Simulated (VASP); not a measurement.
# AlCo3 (Pm-3m) in VASP: a series of runs

The runs below take AlCo3 through single point, with PBEsol.

Program: VASP 6.6.1. These are calculated values, not measurements. Logs are shortened: lines on timing, memory, paths and dates and some standing lists are left out, and cuts for length are marked.

**1. The cell of the first run**

The structure is cubic, space group Pm-3m (No. 221). The conventional cell has a = 3.575 Å, b = 3.575 Å, c = 3.575 Å, α = 90.00°, β = 90.00°, γ = 90.00°. Al (site symmetry m-3m) has 12 Co at 2.53 Å within 3.3 Å. Within 3.3 Å of Co (site symmetry 4/mmm) lie 4 Al at 2.53 Å and 8 Co at 2.53 Å.

**2. Single point, PBEsol**

Input file INCAR:

```
SYSTEM = AlCo3
ALGO = Normal
EDIFF = 1E-7
ENCUT = 520
GGA = PS
ISIF = 2
ISMEAR = 0
LASPH = .TRUE.
LCHARG = .FALSE.
LREAL = .FALSE.
LWAVE = .FALSE.
NBANDS = 23
NELM = 100
PREC = Accurate
SIGMA = 0.1
```

Input file KPOINTS:

```
k-points
0
G
  12 12 12
  0 0 0
```

Input file POSCAR:

```
AlCo3
1.0
    3.5749480000      0.0000000000      0.0000000000
    0.0000000000      3.5749480000      0.0000000000
    0.0000000000      0.0000000000      3.5749480000
Al Co
1 3
Direct
    0.0000000000      0.0000000000      0.0000000000
    0.5000000000      0.5000000000      0.0000000000
    0.5000000000      0.0000000000      0.5000000000
    0.0000000000      0.5000000000      0.5000000000
```

Potentials or basis: VASP PAW PBE potentials, release 64 (Al, Co).

Command:

```
$ cat potpaw_PBE.64/Al/POTCAR potpaw_PBE.64/Co/POTCAR > POTCAR
$ mpirun -np 1 vasp_std > vasp.out
```

OUTCAR:

```text
SYSTEM = AlCo3
   EDIFF = 1E-7
   ENCUT = 520
   GGA = PS
   ISIF = 2
   ISMEAR = 0
   LASPH = .TRUE.
   LREAL = .FALSE.
   NELM = 100
   PREC = Accurate

 ion  position               nearest neighbor table
   1  0.000  0.000  0.000-   2 2.53   3 2.53   4 2.53   3 2.53   4 2.53   2 2.53   4 2.53   4 2.53
                             2 2.53   3 2.53   3 2.53   2 2.53
   2  0.500  0.500  0.000-   1 2.53   3 2.53   4 2.53   3 2.53   4 2.53   1 2.53   3 2.53   3 2.53
                             1 2.53   4 2.53   4 2.53   1 2.53
   3  0.500  0.000  0.500-   1 2.53   2 2.53   4 2.53   1 2.53   2 2.53   2 2.53   4 2.53   2 2.53
                             1 2.53   4 2.53   1 2.53   4 2.53
   4  0.000  0.500  0.500-   1 2.53   2 2.53   3 2.53   1 2.53   2 2.53   1 2.53   3 2.53   1 2.53
                             2 2.53   3 2.53   2 2.53   3 2.53

  LATTYP: Found a simple cubic cell.
 ALAT       =     3.5749480000

  Lattice vectors:

 A1 = (   3.5749480000,   0.0000000000,   0.0000000000)
 A2 = (   0.0000000000,   3.5749480000,   0.0000000000)
 A3 = (   0.0000000000,   0.0000000000,   3.5749480000)

Analysis of symmetry for initial positions (statically):
=====================================================================
 Subroutine PRICEL returns:
 Original cell was already a primitive cell.

 Routine SETGRP: Setting up the symmetry group for a
 simple cubic supercell.

 Subroutine GETGRP returns: Found 48 space group operations
 (whereof 48 operations were pure point group operations)
 out of a pool of 48 trial point group operations.

The static configuration has the point symmetry O_h .

Analysis of symmetry for dynamics (positions and initial velocities):
=====================================================================
 Subroutine PRICEL returns:
 Original cell was already a primitive cell.

 Routine SETGRP: Setting up the symmetry group for a
 simple cubic supercell.

 Subroutine GETGRP returns: Found 48 space group operations
 (whereof 48 operations were pure point group operations)
 out of a pool of 48 trial point group operations.

The dynamic configuration has the point symmetry O_h .

 Subroutine INISYM returns: Found 48 space group operations
 (whereof 48 operations are pure point group operations),
 and found     1 'primitive' translations

----------------------------------------------------------------------------------------

                                     Primitive cell

  volume of cell :      45.6887

  direct lattice vectors                    reciprocal lattice vectors
     3.574948000  0.000000000  0.000000000     0.279724348  0.000000000  0.000000000
     0.000000000  3.574948000  0.000000000     0.000000000  0.279724348  0.000000000
     0.000000000  0.000000000  3.574948000     0.000000000  0.000000000  0.279724348

  length of vectors
     3.574948000  3.574948000  3.574948000     0.279724348  0.279724348  0.279724348

  position of ions in fractional coordinates (direct lattice)
     0.000000000  0.000000000  0.000000000
     0.500000000  0.500000000  0.000000000
     0.500000000  0.000000000  0.500000000
     0.000000000  0.500000000  0.500000000

  ion indices of the primitive-cell ions
   primitive index   ion index
                 1           1
                 2           2
                 3           3
                 4           4

----------------------------------------------------------------------------------------

 KPOINTS: k-points

Automatic generation of k-mesh.
 Grid dimensions read from file:
 generate k-points for:   12   12   12

 Generating k-lattice:

  Cartesian coordinates                     Fractional coordinates (reciprocal lattice)
     0.023310362  0.000000000  0.000000000     0.083333333  0.000000000  0.000000000
     0.000000000  0.023310362  0.000000000     0.000000000  0.083333333  0.000000000
     0.000000000  0.000000000  0.023310362     0.000000000  0.000000000  0.083333333

  Length of vectors
     0.023310362  0.023310362  0.023310362

  Shift w.r.t. Gamma in fractional coordinates (k-lattice)
     0.000000000  0.000000000  0.000000000

 Subroutine IBZKPT returns following result:
 ===========================================

 Found     84 irreducible k-points:

 Following reciprocal coordinates:
            Coordinates               Weight
  0.000000  0.000000  0.000000      1.000000
  0.083333  0.000000  0.000000      6.000000
  0.166667  0.000000  0.000000      6.000000
  0.250000  0.000000  0.000000      6.000000
  0.333333  0.000000  0.000000      6.000000
  0.416667  0.000000  0.000000      6.000000
[... 16 lines left out ...]
  0.333333  0.333333  0.000000     12.000000
  0.416667  0.333333  0.000000     24.000000
 [... further k-points ...]
   k-points           NKPTS =     84   k-points in BZ     NKDIM =     84   number of bands    NBANDS=     23
   number of dos      NEDOS =    301   number of ions     NIONS =      4
   total plane-waves  NPLWV =  21952
   dimension x,y,z NGX =    28 NGY =   28 NGZ =   28
   dimension x,y,z NGXF=    56 NGYF=   56 NGZF=   56
   ions per type =               1   3
   NGX,Y,Z   is equivalent  to a cutoff of  13.02, 13.02, 13.02 a.u.
   NGXF,Y,Z  is equivalent  to a cutoff of  26.04, 26.04, 26.04 a.u.
 SYSTEM =  AlCo3
   PREC   = accura    normal or accurate (medium, high low for compatibility)
   ISTART =      0    job   : 0-new  1-cont  2-samecut
   ICHARG =      2    charge: 1-file 2-atom 10-const
   ISPIN  =      1    spin polarized calculation?
   LNONCOLLINEAR =      F non collinear calculations
   LSORBIT =      F    spin-orbit coupling
   LASPH  =      T    aspherical Exc in radial PAW
   ENCUT  =  520.0 eV  38.22 Ry    6.18 a.u.   6.65  6.65  6.65*2*pi/ulx,y,z
   NELM   =    100;   NELMIN=  2; NELMDL= -5     # of ELM steps
   EDIFF  = 0.1E-06   stopping-criterion for ELM
   LREAL  =      F    real-space projection
   EDIFFG = 0.1E-05   stopping-criterion for IOM
   NSW    =      0    number of steps for IOM
   IBRION =     -1    ionic relax: 0-MD 1-quasi-New 2-CG
   NFREE  =      0    steps in history (QN), initial steepest desc. (CG)
   ISIF   =      2    stress and relaxation
   ISYM   =      2    0-nonsym 1-usesym 2-fastsym
   POTIM  = 0.5000    time-step for ionic-motion
   TEBEG  =    0.0;   TEEND  =   0.0 temperature during run
   PSTRESS=    0.0 pullay stress
   NELECT =      30.0000    total number of electrons
   NUPDOWN=      -1.0000    fix difference up-down
   EMIN   =  10.00;   EMAX   =-10.00  energy-range for DOS
   EFERMI =   0.00;   METHOD = LEGACY
   ISMEAR =     0;   SIGMA  =   0.10  broadening in eV -4-tet -1-fermi 0-gaus
   EFERMI_NEDOS =   21; number of points for ismear=-14 and -15
   IALGO  =     38    algorithm
   IMIX   =      4    mixing-type and parameters
     AMIX     =   0.40;   BMIX     =  1.00
     AMIX_MAG =   1.60;   BMIX_MAG =  1.00
  volume/ion in A,a.u.               =      11.42        77.08
  Fermi-wavevector in a.u.,A,eV,Ry     =   1.422915  2.688919 27.547527  2.024686
  Thomas-Fermi vector in A             =   2.543568
   LORBIT       =      0    0 simple, 1 ext, 2 COOP (PROOUT), +10 PAW based schemes
   GGA     = PS    functional components
   LHFCALC =     F    Hartree Fock is set to
   AEXX    =    0.0000 exact exchange contribution
   IVDW    =     0    specifies the selected vdW correction
   LEPSILON=     F    determine dielectric tensor
   LRPA    =     F    only Hartree local field effects (RPA)
 non-spin polarized calculation
 Gauss-broadening in eV      SIGMA  =   0.10
  energy-cutoff  :      520.00
  volume of cell :       45.69
 maximum number of plane-waves:      1253
 NGX is ok and might be reduce to    28
   NGX = 13   NGY = 13   NGZ = 13

 number of electron      30.0000035 magnetization

 Free energy of the ion-electron system (eV)
  ---------------------------------------------------
  ext. energy  EPLUGINS =         0.00000000
  ---------------------------------------------------
  free energy    TOTEN  =       -27.79477662 eV

  energy without entropy =      -27.75446424  energy(sigma->0) =      -27.77462043

 E-fermi :   9.6539     XC(G=0): -12.8658

 val. band max:        9.6535146123   @ k =   0.0833   0.0000   0.0000
 cond. band min:       9.6559912664   @ k =   0.5000   0.3333   0.1667
 fundamental gap:      0.0024766541
 Fermi energy:         9.6539458615

 k-point     1 :       0.0000    0.0000    0.0000
  band No.  band energies     occupation
      1      -0.0510      2.00000
      2       5.4521      2.00000
      3       6.3070      2.00000
      4       6.3070      2.00000
      5       6.7113      2.00000
      6       6.7113      2.00000
[... 15 lines left out ...]
     22      17.4026      0.00000
     23      21.8745      0.00000

 k-point     2 :       0.0833    0.0000    0.0000
  band No.  band energies     occupation
      1       0.0338      2.00000
      2       5.4824      2.00000
      3       6.2497      2.00000
      4       6.3651      2.00000
      5       6.7258      2.00000
      6       6.7258      2.00000
[... 15 lines left out ...]
     22      17.7067      0.00000
     23      21.5667      0.00000

 k-point     3 :       0.1667    0.0000    0.0000
  band No.  band energies     occupation
      1       0.2862      2.00000
      2       5.5262      2.00000
      3       6.0855      2.00000
      4       6.5333      2.00000
      5       6.7673      2.00000
      6       6.7673      2.00000
[... 15 lines left out ...]
     22      18.8135      0.00000
     23      20.5254      0.00000

 k-point     4 :       0.2500    0.0000    0.0000
  band No.  band energies     occupation
      1       0.6993      2.00000
      2       5.2925      2.00000
      3       6.0179      2.00000
      4       6.7911      2.00000
      5       6.8289      2.00000
      6       6.8289      2.00000
[... 15 lines left out ...]
     22      19.2382      0.00000
     23      19.2382      0.00000

 k-point     5 :       0.3333    0.0000    0.0000
  band No.  band energies     occupation
      1       1.2585      2.00000
      2       4.6320      2.00000
      3       6.1635      2.00000
      4       6.8978      2.00000
      5       6.8978      2.00000
      6       7.0014      2.00000
[... 15 lines left out ...]
     22      17.9591      0.00000
     23      17.9591      0.00000

 k-point     6 :       0.4167    0.0000    0.0000
  band No.  band energies     occupation
      1       1.9262      2.00000
      2       3.8167      2.00000
      3       6.3225      2.00000
      4       6.9545      2.00000
      5       6.9545      2.00000
      6       7.0932      2.00000
[... 15 lines left out ...]
     22      16.7403      0.00000
     23      17.5289      0.00000

 k-point     7 :       0.5000    0.0000    0.0000
  band No.  band energies     occupation
      1       2.4306      2.00000
      2       3.2501      2.00000
      3       6.3889      2.00000
      4       6.9769      2.00000
      5       6.9769      2.00000
      6       7.1304      2.00000
[... 353 lines left out ...]
     22      18.7238      0.00000
     23      20.3924      0.00000

 k-point    21 :       0.4167    0.2500    0.0000
  band No.  band energies     occupation
      1       2.5678      2.00000
      2       4.3932      2.00000
      3       6.1900      2.00000
      4       6.6843      2.00000
      5       6.8915      2.00000
      6       7.3118      2.00000
[... 15 lines left out ...]
     22      17.5639      0.00000
     23      20.1434      0.00000

 k-point    22 :       0.5000    0.2500    0.0000
  band No.  band energies     occupation
      1       3.0113      2.00000
      2       3.9010      2.00000
      3       6.2802      2.00000
      4       6.6796      2.00000
      5       6.9298      2.00000
      6       7.2488      2.00000
[... 15 lines left out ...]
     22      17.5770      0.00000
     23      20.0161      0.00000

 k-point    23 :       0.3333    0.3333    0.0000
  band No.  band energies     occupation
      1       2.4489      2.00000
      2       5.3954      2.00000
      3       5.4738      2.00000
      4       6.7349      2.00000
      5       6.8502      2.00000
      6       7.2333      2.00000
[... 15 lines left out ...]
     22      18.9742      0.00000
     23      19.5831      0.00000

 k-point    24 :       0.4167    0.3333    0.0000
  band No.  band energies     occupation
      1       3.0313      2.00000
      2       4.7718      2.00000
      3       5.7031      2.00000
      4       6.7702      2.00000
      5       6.8844      2.00000
      6       7.3681      2.00000
[... 15 lines left out ...]
     22      18.0877      0.00000
     23      19.8744      0.00000

 [... further k-points ...]
[... 5 lines left out ...]
  --------------------------------------------------------------------------------------
  -------------------------------------------------------------------------------------
  Total       -3.9677333     -3.9677333     -3.9677333     -0.0000000     -0.0000000     -0.0000000
  in kB     -139.1373965   -139.1373965   -139.1373965     -0.0000000     -0.0000000     -0.0000000
  external PRESSURE =    -139.1373965 kB  Pullay stress =       0.0000000 kB

 VOLUME and BASIS-vectors are now :
 -----------------------------------------------------------------------------
  energy-cutoff  :      520.00
  volume of cell :       45.69
      direct lattice vectors                 reciprocal lattice vectors
     3.574948000  0.000000000  0.000000000     0.279724348  0.000000000  0.000000000
     0.000000000  3.574948000  0.000000000     0.000000000  0.279724348  0.000000000
     0.000000000  0.000000000  3.574948000     0.000000000  0.000000000  0.279724348

 POSITION                                       TOTAL-FORCE (eV/Angst)
 -----------------------------------------------------------------------------------
      0.00000      0.00000      0.00000         0.000000      0.000000      0.000000
      1.78747      1.78747      0.00000         0.000000      0.000000      0.000000
      1.78747      0.00000      1.78747         0.000000      0.000000      0.000000
      0.00000      1.78747      1.78747         0.000000      0.000000      0.000000
 -----------------------------------------------------------------------------------
    total drift:                                0.000000      0.000000      0.000000

  FREE ENERGIE OF THE ION-ELECTRON SYSTEM (eV)
  ---------------------------------------------------
  free  energy   TOTEN  =       -27.7947766201 eV

  energy  without entropy=      -27.7544642446  energy(sigma->0) =      -27.77462043
```

Wall time 38 s (1 thread of Intel Xeon 6975P-C (Granite Rapids), shared host); peak memory 0.2 GiB.

Results:

```
Free energy            : -27.7948 eV
Pressure               : -13.9 GPa
Band gap on the k mesh : zero (bands 15 and 16 overlap by 1.02 eV)
```

Levels at points of the mesh, in eV from the Fermi level:
```
           k point  band 11  band 12  band 13  band 14  band 15  band 16  band 17  band 18  band 19  band 20
(0.00, 0.00, 0.00)     0.06     0.06     0.51     0.73     0.73     0.73     1.05     1.05     1.05     7.24
(0.50, 0.00, 0.00)    -1.18    -0.67    -0.59    -0.59    -0.41     0.14     0.73     5.92     5.92     5.97
(0.50, 0.50, 0.00)    -0.80    -0.77    -0.77    -0.70    -0.31    -0.29     0.00     1.61     1.61     8.51
(0.50, 0.50, 0.50)    -0.79    -0.79    -0.79    -0.42    -0.42     0.01     0.53     0.53     0.53     3.98
```

Caveat: the cell stands under tension; the PAW data sets were made with another functional, which shifts forces and pressure a little; the run has no spin polarisation, though such a crystal can be magnetic. Spin polarisation is off, so any magnetic state and its effect on volume and gap are missing.

**3. Single point, PBEsol**

This run uses another cell than the first one, of 11.88 Å³/atom.

Input file INCAR:

```
PREC     = Accurate       # precision mode
ENCUT    = 520            # plane-wave cutoff, eV
EDIFF    = 1E-6           # SCF threshold, eV
ISMEAR   = 0              # smearing method
SIGMA    = 0.1            # smearing width, eV
LREAL    = False          # projectors in reciprocal space
LASPH    = True           # aspherical terms in the spheres
NELM     = 80             # most SCF steps
ALGO     = Normal         # electronic algorithm
ISIF     = 2              # what is computed and relaxed
LWAVE    = False          # write WAVECAR
LCHARG   = False          # write CHGCAR
GGA      = PS             # functional
NBANDS   = 23             # bands
```

Input file KPOINTS:

```
regular mesh
0
Gamma
  12 12 12
```

Input file POSCAR:

```
AlCo3
1.0
    3.6219921844      0.0000000000      0.0000000000
    0.0000000000      3.6219921844      0.0000000000
    0.0000000000      0.0000000000      3.6219921844
Al Co
1 3
Direct
    0.0000000000      0.0000000000      0.0000000000
    0.5000000000      0.5000000000      0.0000000000
    0.5000000000      0.0000000000      0.5000000000
    0.0000000000      0.5000000000      0.5000000000
```

Potentials or basis: VASP PAW PBE potentials, release 64 (Al, Co).

Command:

```
$ cat potpaw_PBE.64/Al/POTCAR potpaw_PBE.64/Co/POTCAR > POTCAR
$ mpirun -np 1 vasp_std > vasp.out
```

Wall time 33 s (1 thread of Intel Xeon 6975P-C (Granite Rapids), shared host); peak memory 0.21 GiB.

The run converged. Its results:

```
Free energy            : -27.6017 eV
Pressure               : -19.7 GPa
Band gap on the k mesh : zero (bands 15 and 16 overlap by 0.96 eV)
```

Levels at points of the mesh, in eV from the Fermi level:
| k point | band 11 | band 12 | band 13 | band 14 | band 15 | band 16 | band 17 | band 18 | band 19 | band 20 |
| --- | --- | --- | --- | --- | --- | --- | --- | --- | --- | --- |
| (0.00, 0.00, 0.00) | 0.06 | 0.06 | 0.48 | 0.68 | 0.68 | 0.68 | 1.03 | 1.03 | 1.03 | 6.99 |
| (0.50, 0.00, 0.00) | -1.11 | -0.63 | -0.56 | -0.56 | -0.39 | 0.13 | 0.69 | 5.70 | 5.70 | 5.81 |
| (0.50, 0.50, 0.00) | -0.76 | -0.73 | -0.73 | -0.67 | -0.29 | -0.28 | 0.01 | 1.52 | 1.52 | 8.20 |
| (0.50, 0.50, 0.50) | -0.74 | -0.74 | -0.74 | -0.39 | -0.39 | 0.04 | 0.49 | 0.49 | 0.49 | 3.70 |

Caveat: the cell stands under tension; the PAW data sets were made with another functional, which shifts forces and pressure a little; the run has no spin polarisation, though such a crystal can be magnetic.
